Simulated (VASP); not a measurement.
# Mg3Mn (Cmmm) in VASP: single point with revpbe exchange, pbe correlation

Aim: the single point of Mg3Mn with revpbe exchange, pbe correlation.

Everything below comes from runs of VASP 6.6.1. Logs are shortened: lines on timing, memory, paths and dates and some standing lists are left out, and cuts for length are marked.

### 1 The cell of the first run

It takes space group Cmmm (No. 65, orthorhombic). The conventional cell has a = 6.062 Å, b = 6.093 Å, c = 4.298 Å, α = 90.00°, β = 90.00°, γ = 90.00°. Within 4.0 Å of Mg (site symmetry mmm) lie 4 Mn at 3.03 to 3.05 Å and 8 Mg at 3.04 Å. Mg (site symmetry 2/m) has 8 Mg at 3.03 to 3.05 Å and 4 Mn at 3.04 Å within 4.0 Å. Mn (site symmetry mmm) has 12 Mg at 3.03 to 3.05 Å within 4.0 Å.

### 2 Single point, revpbe exchange, pbe correlation, collinear spin, ferromagnetic start

File INCAR:

```
SYSTEM = Mg3Mn
  PREC = Accurate
  ENCUT = 600
  EDIFF = 1E-6
  ISMEAR = -1
  SIGMA = 0.1
  LREAL = .False.
  LASPH = .True.
  NELM = 200
  ALGO = Normal
  ISIF = 2
  LWAVE = .False.
  LCHARG = .False.
  ISPIN = 2
  MAGMOM = 0 0 0 4
  LORBIT = 11
  LMAXMIX = 4
  GGA = LIBXC
  LIBXC1 = GGA_X_PBE_R
  LIBXC2 = GGA_C_PBE
  NBANDS = 22
  GGA_COMPAT = .False.
```

File KPOINTS:

```
Automatic mesh
0
Gamma
  8 8 8
  0 0 0
```

File POSCAR:

```
Mg3Mn
1.0
    4.2975710000      0.0107439275      0.0000000000
    0.0107439275      4.2975710000      0.0000000000
    0.0000000000      0.0000000000      4.2975710000
Mg Mn
3 1
Direct
    0.5000000000      0.5000000000      0.0000000000
    0.5000000000      0.0000000000      0.5000000000
    0.0000000000      0.5000000000      0.5000000000
    0.0000000000      0.0000000000      0.0000000000
```

Potentials or basis: VASP PAW PBE potentials, release 64 (Mg, Mn_pv).

Started as:

```
cat potpaw_PBE.64/Mg/POTCAR potpaw_PBE.64/Mn_pv/POTCAR > POTCAR
mpirun -np 1 vasp_std > vasp.out
```

OUTCAR:

```text
SYSTEM = Mg3Mn
   PREC = Accurate
   ENCUT = 600
   EDIFF = 1E-6
   ISMEAR = -1
   LREAL = .False.
   LASPH = .True.
   NELM = 200
   ISIF = 2
   ISPIN = 2
   LORBIT = 11
   GGA = LIBXC

 ion  position               nearest neighbor table
   1  0.500  0.500  0.000-   4 3.03   4 3.03   2 3.04   3 3.04   2 3.04   2 3.04   2 3.04   3 3.04
                             3 3.04   3 3.04   4 3.05   4 3.05
   2  0.500  0.000  0.500-   3 3.03   3 3.03   1 3.04   4 3.04   1 3.04   1 3.04   1 3.04   4 3.04
                             4 3.04   4 3.04   3 3.05   3 3.05
   3  0.000  0.500  0.500-   2 3.03   2 3.03   1 3.04   4 3.04   1 3.04   4 3.04   4 3.04   1 3.04
                             4 3.04   1 3.04   2 3.05   2 3.05
   4  0.000  0.000  0.000-   1 3.03   1 3.03   2 3.04   3 3.04   2 3.04   3 3.04   3 3.04   3 3.04
                             2 3.04   2 3.04   1 3.05   1 3.05

  LATTYP: Found a base centered orthorhombic cell.
 ALAT       =     6.0624889855
 B/A-ratio  =     1.0050125313
 C/A-ratio  =     0.7088789786

  Lattice vectors:

 A1 = (  -0.0107439275,  -4.2975710000,   0.0000000000)
 A2 = (   4.2975710000,   0.0107439275,   0.0000000000)
 A3 = (   0.0000000000,   0.0000000000,   4.2975710000)

Analysis of symmetry for initial positions (statically):
=====================================================================
 Subroutine PRICEL returns:
 Original cell was already a primitive cell.

 Routine SETGRP: Setting up the symmetry group for a
 base centered orthorhombic supercell.

 Subroutine GETGRP returns: Found  8 space group operations
 (whereof  8 operations were pure point group operations)
 out of a pool of  8 trial point group operations.

The static configuration has the point symmetry D_2h.

Analysis of symmetry for dynamics (positions and initial velocities):
=====================================================================
 Subroutine PRICEL returns:
 Original cell was already a primitive cell.

 Routine SETGRP: Setting up the symmetry group for a
 base centered orthorhombic supercell.

 Subroutine GETGRP returns: Found  8 space group operations
 (whereof  8 operations were pure point group operations)
 out of a pool of  8 trial point group operations.

The dynamic configuration has the point symmetry D_2h.

Analysis of structural, dynamic, and magnetic symmetry:
=====================================================================
 Subroutine PRICEL returns:
 Original cell was already a primitive cell.

 Routine SETGRP: Setting up the symmetry group for a
 base centered orthorhombic supercell.

 Subroutine GETGRP returns: Found  8 space group operations
 (whereof  8 operations were pure point group operations)
 out of a pool of  8 trial point group operations.

The overall configuration has the point symmetry D_2h.

[... 135 lines left out ...]
  volume of cell :       79.37
 maximum number of plane-waves:      2672
 NGX is ok and might be reduce to    36
   NGX = 17   NGY = 17   NGZ = 17

 number of electron      18.9999999 magnetization       3.5904644

 Free energy of the ion-electron system (eV)
  ---------------------------------------------------
  ext. energy  EPLUGINS =         0.00000000
  ---------------------------------------------------
  free energy    TOTEN  =       -12.12095578 eV

  energy without entropy =      -12.02934872  energy(sigma->0) =      -12.07515225

 E-fermi :   3.7176     XC(G=0):  -9.2601

 val. band max:        3.7169532294   @ k =  -0.2500   0.2500   0.3750
 cond. band min:       3.7183977004   @ k =   0.3750   0.2500   0.2500
 fundamental gap:      0.0014444709
 Fermi energy:         3.7176127798

 spin component 1

 k-point     1 :       0.0000    0.0000    0.0000
  band No.  band energies     occupation
      1     -46.2068      1.00000
      2     -46.2061      1.00000
      3     -46.2054      1.00000
      4      -3.4535      1.00000
      5       0.8312      1.00000
      6       0.8312      1.00000
[... 565 lines left out ...]
     20      11.5337      0.00000
     21      11.9474      0.00000

 [... further k-points ...]

 spin component 2

 k-point     1 :       0.0000    0.0000    0.0000
  band No.  band energies     occupation
      1     -42.3620      1.00000
      2     -42.3617      1.00000
      3     -42.3615      1.00000
      4      -3.3865      1.00000
      5       3.1312      0.99717
      6       3.1313      0.99717
[... 565 lines left out ...]
     20      11.8273      0.00000
     21      12.0725      0.00000

 [... further k-points ...]

 [bands above 21 left out]

------------------------ aborting loop because EDIFF is reached ----------------------------------------

  FORCE on cell =-STRESS in cart. coord.  units (eV):
  Direction    XX          YY          ZZ          XY          YZ          ZX
  --------------------------------------------------------------------------------------
  -------------------------------------------------------------------------------------
  Total        0.6614565      0.6614565      0.6608055     -0.1207777      0.0000000      0.0000000
  in kB       13.3519718     13.3519718     13.3388304     -2.4379844      0.0000000      0.0000000
  external PRESSURE =      13.3475913 kB  Pullay stress =       0.0000000 kB

 VOLUME and BASIS-vectors are now :
 -----------------------------------------------------------------------------
  energy-cutoff  :      600.00
  volume of cell :       79.37
      direct lattice vectors                 reciprocal lattice vectors
     4.297571000  0.010743928  0.000000000     0.232691036 -0.000581728  0.000000000
     0.010743928  4.297571000  0.000000000    -0.000581728  0.232691036  0.000000000
     0.000000000  0.000000000  4.297571000     0.000000000  0.000000000  0.232689582

 POSITION                                       TOTAL-FORCE (eV/Angst)
 -----------------------------------------------------------------------------------
      2.15416      2.15416      0.00000        -0.000000      0.000000      0.000000
      2.14879      0.00537      2.14879         0.000000      0.000000      0.000000
      0.00537      2.14879      2.14879         0.000000      0.000000      0.000000
      0.00000      0.00000      0.00000         0.000000      0.000000      0.000000
 -----------------------------------------------------------------------------------
    total drift:                                0.000000     -0.000000     -0.000000

  FREE ENERGIE OF THE ION-ELECTRON SYSTEM (eV)
  ---------------------------------------------------
  free  energy   TOTEN  =       -12.1209557791 eV

  energy  without entropy=      -12.0293487226  energy(sigma->0) =      -12.07515225

 total charge

# of ion       s       p       d       tot
------------------------------------------
    1        0.207   0.146   0.016   0.368
    2        0.207   0.146   0.016   0.368
    3        0.207   0.146   0.016   0.368
    4        0.294   6.152   4.957  11.403
--------------------------------------------------
tot          0.914   6.591   5.003  12.508

 magnetization (x)

# of ion       s       p       d       tot
------------------------------------------
    1       -0.017  -0.011  -0.000  -0.029
    2       -0.017  -0.011  -0.000  -0.029
    3       -0.017  -0.011  -0.000  -0.029
    4        0.061   0.026   3.587   3.673
--------------------------------------------------
tot          0.009  -0.009   3.586   3.586
```

OSZICAR:

```text
N       E                     dE             d eps       ncg     rms          rms(c)
DAV:   1     0.915619453988E+02    0.91562E+02   -0.99984E+03 10440   0.820E+02
DAV:   2    -0.991042019956E+01   -0.10147E+03   -0.95550E+02  9542   0.201E+02
DAV:   3    -0.130831874807E+02   -0.31728E+01   -0.31384E+01 11378   0.395E+01
DAV:   4    -0.131207912973E+02   -0.37604E-01   -0.37595E-01 10032   0.416E+00
DAV:   5    -0.131216513283E+02   -0.86003E-03   -0.86002E-03 11172   0.656E-01    0.101E+01
DAV:   6    -0.166589130887E+02   -0.35373E+01   -0.19472E+01 10488   0.388E+01    0.290E+01
DAV:   7    -0.119737310219E+02    0.46852E+01   -0.13024E+01 10620   0.317E+01    0.578E+00
DAV:   8    -0.121027055686E+02   -0.12897E+00   -0.30274E-01 10326   0.393E+00    0.310E+00
DAV:   9    -0.121194839448E+02   -0.16778E-01   -0.21895E-01 10026   0.334E+00    0.967E-01
DAV:  10    -0.121193656078E+02    0.11834E-03   -0.15194E-02 10260   0.787E-01    0.587E-01
DAV:  11    -0.121209386025E+02   -0.15730E-02   -0.49250E-03 10322   0.475E-01    0.155E-01
DAV:  12    -0.121209600295E+02   -0.21427E-04   -0.41239E-04  9900   0.166E-01    0.534E-02
DAV:  13    -0.121209553109E+02    0.47187E-05   -0.62929E-05 10234   0.645E-02    0.247E-02
DAV:  14    -0.121209557791E+02   -0.46820E-06   -0.69241E-06 10714   0.176E-02
   1 F= -.12120956E+02 E0= -.12075152E+02  d E =-.916071E-01  mag=     3.5903
```

stdout:

```text
POSCAR found type information on POSCAR MgMn
 POSCAR found :  2 types and       4 ions
 scaLAPACK will be used
 -----------------------------------------------------------------------------
|                                                                             |
|                                                                             |
|     You enforced a specific xc type in the INCAR file but a different       |
|     I HOPE YOU KNOW WHAT YOU ARE DOING!                                     |
|                                                                             |
 -----------------------------------------------------------------------------

 LDA part: xc-table for (None,None), standard interpolation
 POSCAR, INCAR and KPOINTS ok, starting setup
 FFT: planning ... GRIDC
 FFT: planning ... GRID_SOFT
 FFT: planning ... GRID
 WAVECAR not read
 entering main loop
```

Run time: 2.1 min. Hardware: 1 thread of Intel Xeon 6975P-C (Granite Rapids), shared host; peak memory 0.48 GiB.

Results:

* Free energy: -12.1210 eV
* Pressure: 1.3 GPa
* Net moment: 3.59 μB per cell
* Site moments: Mg -0.03; Mn +3.67 μB
* Valence electrons inside the program's atomic spheres: Mg 0.37; Mn 11.40

Stress tensor (GPa, compression positive):
```
 1.34 -0.24  0.00
-0.24  1.34  0.00
 0.00  0.00  1.33
```

Caveat: the PAW data sets were made with another functional, which shifts forces and pressure a little.
